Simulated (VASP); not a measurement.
The system is Se.

```xyz
3
Lattice="4.4237 0.0000 0.0000 -2.2118 3.8310 0.0000 0.0000 0.0000 5.0188" Properties=species:S:1:pos:R:3 pbc="T T T"
Se    1.7133    2.9675    0.0000
Se   -0.4985    0.8635    3.3459
Se    0.9971    0.0000    1.6729
```

Base run:

- Program: VASP 6.6.1
- Functional: r2SCAN
- Potentials or basis: VASP PAW PBE potentials, release 64 (Se)
- Cutoff: 520 eV
- k mesh: 7 × 7 × 6
- Occupations: fermi-dirac, width 0.05 eV
- Spin: no spin polarisation

Its results: band gap on the k mesh 1.40 eV, indirect (least direct gap 1.64 eV); pressure -0.9 GPa; largest force 0.319 eV/Å.

Task: The run is repeated on the same cell with these changes: functional from r2SCAN to PBEsol. What comes out?

Result: Band gap on the k mesh 1.13 eV, indirect (least direct gap 1.38 eV); pressure -1.7 GPa; largest force 0.062 eV/Å.

r2SCAN gives the wider gap, since meta-GGAs in the generalised Kohn-Sham scheme recover part of the derivative discontinuity.

Caveats: the PAW data sets were made with another functional, which shifts forces and pressure a little.

A k mesh can miss the band edges.
